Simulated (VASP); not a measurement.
# Pt (Fm-3m) in VASP: a series of runs

The runs below take Pt through single point, relaxation of cell and atoms, with PBEsol.

All numbers are computed with VASP 6.6.1; they aren't measurements. Logs are shortened: lines on timing, memory, paths and dates and some standing lists are left out, and cuts for length are marked.

**1. The cell of the first run**

It takes space group Fm-3m (No. 225, cubic). Conventional cell: a = 3.918 Å, b = 3.918 Å, c = 3.918 Å, α = 90.00°, β = 90.00°, γ = 90.00°. Within 3.7 Å of Pt (site symmetry m-3m) lie 12 Pt at 2.77 Å.

**2. Single point, PBEsol**

The input, INCAR:

```
PREC = Accurate
ENCUT = 520
EDIFF = 1E-7
ISMEAR = -1
SIGMA = 0.05
LREAL = F
LASPH = T
NELM = 80
ALGO = Normal
ISIF = 2
LWAVE = F
LCHARG = F
GGA = PS
NBANDS = 11
```

The input, KPOINTS:

```
Automatic mesh
0
Gamma
  22 22 22
```

The input, POSCAR:

```
Pt
1.0
    0.0000000000      1.9591343609      1.9591343609
    1.9591343609      0.0000000000      1.9591343609
    1.9591343609      1.9591343609      0.0000000000
Pt
1
Direct
    0.0000000000      0.0000000000      0.0000000000
```

Potentials or basis: VASP PAW PBE potentials, release 64 (Pt).

Started as:

```sh
$ cat potpaw_PBE.64/Pt/POTCAR > POTCAR
$ mpirun -np 1 vasp_std > vasp.out
```

OUTCAR:

```text
PREC = Accurate
   ENCUT = 520
   EDIFF = 1E-7
   ISMEAR = -1
   LREAL = F
   LASPH = T
   NELM = 80
   ISIF = 2
   GGA = PS

 ion  position               nearest neighbor table
   1  0.000  0.000  0.000-

  LATTYP: Found a face centered cubic cell.
 ALAT       =     3.9182687218

  Lattice vectors:

 A1 = (   0.0000000000,   1.9591343609,   1.9591343609)
 A2 = (   1.9591343609,   0.0000000000,   1.9591343609)
 A3 = (   1.9591343609,   1.9591343609,   0.0000000000)

Analysis of symmetry for initial positions (statically):
=====================================================================
 Subroutine PRICEL returns:
 Original cell was already a primitive cell.

 Routine SETGRP: Setting up the symmetry group for a
 face centered cubic supercell.

 Subroutine GETGRP returns: Found 48 space group operations
 (whereof 48 operations were pure point group operations)
 out of a pool of 48 trial point group operations.

The static configuration has the point symmetry O_h .

Analysis of symmetry for dynamics (positions and initial velocities):
=====================================================================
 Subroutine PRICEL returns:
 Original cell was already a primitive cell.

 Routine SETGRP: Setting up the symmetry group for a
 face centered cubic supercell.

 Subroutine GETGRP returns: Found 48 space group operations
 (whereof 48 operations were pure point group operations)
 out of a pool of 48 trial point group operations.

The dynamic configuration has the point symmetry O_h .

 Subroutine INISYM returns: Found 48 space group operations
 (whereof 48 operations are pure point group operations),
 and found     1 'primitive' translations

----------------------------------------------------------------------------------------

                                     Primitive cell

  volume of cell :      15.0391

  direct lattice vectors                    reciprocal lattice vectors
     0.000000000  1.959134361  1.959134361    -0.255214757  0.255214757  0.255214757
     1.959134361  0.000000000  1.959134361     0.255214757 -0.255214757  0.255214757
     1.959134361  1.959134361  0.000000000     0.255214757  0.255214757 -0.255214757

  length of vectors
     2.770634384  2.770634384  2.770634384     0.442044926  0.442044926  0.442044926

  position of ions in fractional coordinates (direct lattice)
     0.000000000  0.000000000  0.000000000

  ion indices of the primitive-cell ions
   primitive index   ion index
                 1           1

----------------------------------------------------------------------------------------

 KPOINTS: Automatic mesh

Automatic generation of k-mesh.
 Grid dimensions read from file:
 generate k-points for:   22   22   22

 Generating k-lattice:

  Cartesian coordinates                     Fractional coordinates (reciprocal lattice)
    -0.011600671  0.011600671  0.011600671     0.045454545  0.000000000  0.000000000
     0.011600671 -0.011600671  0.011600671     0.000000000  0.045454545  0.000000000
     0.011600671  0.011600671 -0.011600671     0.000000000  0.000000000  0.045454545

  Length of vectors
     0.020092951  0.020092951  0.020092951

  Shift w.r.t. Gamma in fractional coordinates (k-lattice)
     0.000000000  0.000000000  0.000000000

 Subroutine IBZKPT returns following result:
 ===========================================

 Found    328 irreducible k-points:

 Following reciprocal coordinates:
            Coordinates               Weight
  0.000000  0.000000  0.000000      1.000000
  0.045455  0.000000  0.000000      8.000000
  0.090909  0.000000  0.000000      8.000000
  0.136364  0.000000  0.000000      8.000000
  0.181818  0.000000  0.000000      8.000000
  0.227273  0.000000  0.000000      8.000000
[... 16 lines left out ...]
  0.500000  0.045455  0.000000     24.000000
 -0.454545  0.045455  0.000000     24.000000
 [... further k-points ...]
   k-points           NKPTS =    328   k-points in BZ     NKDIM =    328   number of bands    NBANDS=     11
   number of dos      NEDOS =    301   number of ions     NIONS =      1
   total plane-waves  NPLWV =  13824
   dimension x,y,z NGX =    24 NGY =   24 NGZ =   24
   dimension x,y,z NGXF=    48 NGYF=   48 NGZF=   48
   ions per type =               1
   NGX,Y,Z   is equivalent  to a cutoff of  14.40, 14.40, 14.40 a.u.
   NGXF,Y,Z  is equivalent  to a cutoff of  28.80, 28.80, 28.80 a.u.
 SYSTEM =  unknown system
   PREC   = accura    normal or accurate (medium, high low for compatibility)
   ISTART =      0    job   : 0-new  1-cont  2-samecut
   ICHARG =      2    charge: 1-file 2-atom 10-const
   ISPIN  =      1    spin polarized calculation?
   LNONCOLLINEAR =      F non collinear calculations
   LSORBIT =      F    spin-orbit coupling
   LASPH  =      T    aspherical Exc in radial PAW
   ENCUT  =  520.0 eV  38.22 Ry    6.18 a.u.   5.15  5.15  5.15*2*pi/ulx,y,z
   NELM   =     80;   NELMIN=  2; NELMDL= -5     # of ELM steps
   EDIFF  = 0.1E-06   stopping-criterion for ELM
   LREAL  =      F    real-space projection
   EDIFFG = 0.1E-05   stopping-criterion for IOM
   NSW    =      0    number of steps for IOM
   IBRION =     -1    ionic relax: 0-MD 1-quasi-New 2-CG
   NFREE  =      0    steps in history (QN), initial steepest desc. (CG)
   ISIF   =      2    stress and relaxation
   ISYM   =      2    0-nonsym 1-usesym 2-fastsym
   POTIM  = 0.5000    time-step for ionic-motion
   TEBEG  =    0.0;   TEEND  =   0.0 temperature during run
   PSTRESS=    0.0 pullay stress
   NELECT =      10.0000    total number of electrons
   NUPDOWN=      -1.0000    fix difference up-down
   EMIN   =  10.00;   EMAX   =-10.00  energy-range for DOS
   EFERMI =   0.00;   METHOD = LEGACY
   ISMEAR =    -1;   SIGMA  =   0.05  broadening in eV -4-tet -1-fermi 0-gaus
   EFERMI_NEDOS =   21; number of points for ismear=-14 and -15
   IALGO  =     38    algorithm
   IMIX   =      4    mixing-type and parameters
     AMIX     =   0.40;   BMIX     =  1.00
     AMIX_MAG =   1.60;   BMIX_MAG =  1.00
  volume/ion in A,a.u.               =      15.04       101.49
  Fermi-wavevector in a.u.,A,eV,Ry     =   1.428896  2.700222 27.779609  2.041744
  Thomas-Fermi vector in A             =   2.548908
   LORBIT       =      0    0 simple, 1 ext, 2 COOP (PROOUT), +10 PAW based schemes
   GGA     = PS    functional components
   LHFCALC =     F    Hartree Fock is set to
   AEXX    =    0.0000 exact exchange contribution
   IVDW    =     0    specifies the selected vdW correction
   LEPSILON=     F    determine dielectric tensor
   LRPA    =     F    only Hartree local field effects (RPA)
 non-spin polarized calculation
  energy-cutoff  :      520.00
  volume of cell :       15.04
 maximum number of plane-waves:       419
 NGX is ok and might be reduce to    24
   NGX = 11   NGY = 11   NGZ = 11

 number of electron      10.0000000 magnetization

 Free energy of the ion-electron system (eV)
  ---------------------------------------------------
  ext. energy  EPLUGINS =         0.00000000
  ---------------------------------------------------
  free energy    TOTEN  =        -6.97248632 eV

  energy without entropy =       -6.95756080  energy(sigma->0) =       -6.96502356

 E-fermi :  11.1431     XC(G=0): -13.6444

 val. band max:       11.1426111925   @ k =  -0.4545   0.1818   0.0455
 cond. band min:      11.1437776903   @ k =   0.4091   0.3182   0.0000
 fundamental gap:      0.0011664979
 Fermi energy:        11.1431338672

 k-point     1 :       0.0000    0.0000    0.0000
  band No.  band energies     occupation
      1       0.8224      2.00000
      2       7.3275      2.00000
      3       7.3275      2.00000
      4       7.3275      2.00000
      5       9.5172      2.00000
      6       9.5172      2.00000
      7      25.7658      0.00000
      8      30.7400      0.00000
      9      30.7400      0.00000
     10      30.7400      0.00000
     11      36.0484      0.00000

 k-point     2 :       0.0455    0.0000    0.0000
  band No.  band energies     occupation
      1       0.9062      2.00000
      2       7.2890      2.00000
      3       7.3614      2.00000
      4       7.3614      2.00000
      5       9.4975      2.00000
      6       9.4975      2.00000
      7      25.8981      0.00000
      8      30.2693      0.00000
      9      30.8693      0.00000
     10      30.8693      0.00000
     11      36.5734      0.00000

 k-point     3 :       0.0909    0.0000    0.0000
  band No.  band energies     occupation
      1       1.1527      2.00000
      2       7.1844      2.00000
      3       7.4550      2.00000
      4       7.4550      2.00000
      5       9.4495      2.00000
      6       9.4495      2.00000
      7      26.2716      0.00000
      8      29.2061      0.00000
      9      31.2492      0.00000
     10      31.2492      0.00000
     11      37.5612      0.00000

 k-point     4 :       0.1364    0.0000    0.0000
  band No.  band energies     occupation
      1       1.5457      2.00000
      2       7.0459      2.00000
      3       7.5805      2.00000
      4       7.5805      2.00000
      5       9.4069      2.00000
      6       9.4069      2.00000
      7      26.8064      0.00000
      8      27.9401      0.00000
      9      31.8552      0.00000
     10      31.8552      0.00000
     11      37.0663      0.00000
[... 239 lines left out ...]
 k-point    22 :       0.4545    0.0455    0.0000
  band No.  band energies     occupation
      1       3.8163      2.00000
      2       7.2449      2.00000
      3       7.3728      2.00000
      4       9.5208      2.00000
      5      11.1471      0.96052
      6      11.4164      0.00842
      7      17.8356      0.00000
      8      25.6049      0.00000
      9      30.1180      0.00000
     10      30.4726      0.00000
     11      38.8062      0.00000

 k-point    23 :       0.5000    0.0455    0.0000
  band No.  band energies     occupation
      1       3.8177      2.00000
      2       7.2126      2.00000
      3       7.3284      2.00000
      4       9.9692      2.00000
      5      11.2007      0.48022
      6      11.7963      0.00000
      7      17.0091      0.00000
      8      25.4524      0.00000
      9      29.9633      0.00000
     10      30.0010      0.00000
     11      39.3888      0.00000

 k-point    24 :      -0.4545    0.0455    0.0000
  band No.  band energies     occupation
      1       3.8184      2.00000
      2       7.2281      2.00000
      3       7.3281      2.00000
      4       9.9043      2.00000
      5      11.0949      1.44804
      6      11.7719      0.00001
      7      17.1926      0.00000
      8      25.4830      0.00000
      9      29.8265      0.00000
     10      30.2722      0.00000
     11      39.1792      0.00000

 [... further k-points ...]
[... 5 lines left out ...]
  --------------------------------------------------------------------------------------
  -------------------------------------------------------------------------------------
  Total       -0.0409326     -0.0409326     -0.0409326      0.0000000      0.0000000      0.0000000
  in kB       -4.3607082     -4.3607082     -4.3607082      0.0000000      0.0000000      0.0000000
  external PRESSURE =      -4.3607082 kB  Pullay stress =       0.0000000 kB

 VOLUME and BASIS-vectors are now :
 -----------------------------------------------------------------------------
  energy-cutoff  :      520.00
  volume of cell :       15.04
      direct lattice vectors                 reciprocal lattice vectors
     0.000000000  1.959134361  1.959134361    -0.255214757  0.255214757  0.255214757
     1.959134361  0.000000000  1.959134361     0.255214757 -0.255214757  0.255214757
     1.959134361  1.959134361  0.000000000     0.255214757  0.255214757 -0.255214757

 POSITION                                       TOTAL-FORCE (eV/Angst)
 -----------------------------------------------------------------------------------
      0.00000      0.00000      0.00000         0.000000      0.000000      0.000000
 -----------------------------------------------------------------------------------
    total drift:                               -0.000000     -0.000000     -0.000000

  FREE ENERGIE OF THE ION-ELECTRON SYSTEM (eV)
  ---------------------------------------------------
  free  energy   TOTEN  =        -6.9724863175 eV

  energy  without entropy=       -6.9575607973  energy(sigma->0) =       -6.96502356
```

Run time: 97 s. Hardware: 1 thread of AMD EPYC 7R43 (Zen 3), shared host; peak memory 0.14 GiB.

Results:

```yaml
Free_energy: -6.9725 eV
Pressure: -0.4 GPa
Band_gap_on_the_k_mesh: zero (band 5 reaches 11.65 eV, above the bottom of band 6 at 9.41 eV)
```

Levels at points of the mesh, in eV from the Fermi level:
```
           k point  band 2  band 3  band 4  band 5  band 6  band 7  band 8  band 9
(0.00, 0.00, 0.00)   -3.82   -3.82   -3.82   -1.63   -1.63   14.62   19.60   19.60
(0.50, 0.00, 0.00)   -3.87   -3.87   -0.55    0.05    0.05    5.83   14.18   18.97
(0.50, 0.50, 0.00)   -6.67    0.03    0.50    0.50    1.71    8.87   11.35   11.35
```

Caveat: the PAW data sets were made with another functional, which shifts forces and pressure a little; spin-orbit coupling is left out, which moves the levels of the heavy elements.

**3. Relaxation of cell and atoms, PBEsol**

This run uses another cell than the first one, of 15.09 Å³/atom, 1.004 times its volume.

The input, INCAR:

```
  PREC = Accurate
  ENCUT = 600
  EDIFF = 1E-7
  ISMEAR = -1
  SIGMA = 0.05
  LREAL = F
  LASPH = T
  NELM = 60
  ALGO = Normal
  ISIF = 3
  LWAVE = F
  LCHARG = F
  GGA = PS
  IBRION = 2
  NSW = 100
  EDIFFG = -0.003
```

The input, KPOINTS:

```
regular mesh
0
Gamma
  22 22 22
```

The input, POSCAR:

```
Pt
1.0
    0.0000000000      1.9615500000      1.9615500000
    1.9615500000      0.0000000000      1.9615500000
    1.9615500000      1.9615500000      0.0000000000
Pt
1
Direct
    0.0000000000      0.0000000000      0.0000000000
```

Potentials or basis: VASP PAW PBE potentials, release 64 (Pt).

Started as:

```sh
$ cat potpaw_PBE.64/Pt/POTCAR > POTCAR
$ mpirun -np 1 vasp_std > vasp.out
```

Wall time 3.1 min (1 thread of AMD EPYC 7R43 (Zen 3), shared host); peak memory 0.16 GiB.

The run converged. Its results:

```
Free energy                            : -6.9725 eV
Relaxed volume                         : 15.02 Å³/atom
Relaxed cell                           : a = 2.770 Å, b = 2.770 Å, c = 2.770 Å, α = 60.00°, β = 60.00°, γ = 60.00°
Space group after relaxing (to 0.05 Å) : Fm-3m (No. 225)
Energy gained by relaxing              : 0.3 meV/atom
Ionic steps                            : 3
Pressure after relaxing                : 0.0 GPa
Band gap on the k mesh                 : zero (band 5 reaches 11.67 eV, above the bottom of band 6 at 9.43 eV)
```

The path:
| step | energy change (eV) | largest force (eV/Å) | pressure (GPa) | volume (Å³) |
| --- | --- | --- | --- | --- |
| 1 | 0.0000 | 0.0000 | -1.39 | 15.09 |
| 2 | 0.0024 | 0.0000 | 4.26 | 14.81 |
| 3 | -0.0003 | 0.0000 | 0.00 | 15.02 |

Final structure:
```
Pt
1.0
     0.00000    1.95836    1.95836
     1.95836    0.00000    1.95836
     1.95836    1.95836    0.00000
Pt
1
Direct
  0.00000 0.00000 0.00000
```

Levels at points of the mesh, in eV from the Fermi level:
```tsv
k point	band 2	band 3	band 4	band 5	band 6	band 7	band 8	band 9
(0.00, 0.00, 0.00)	-3.82	-3.82	-3.82	-1.63	-1.63	14.62	19.60	19.60
(0.50, 0.00, 0.00)	-3.88	-3.88	-0.56	0.05	0.05	5.84	14.17	18.98
(0.50, 0.50, 0.00)	-6.68	0.03	0.50	0.50	1.71	8.88	11.35	11.35
```

Caveat: the PAW data sets were made with another functional, which shifts forces and pressure a little; spin-orbit coupling is left out, which moves the levels of the heavy elements.
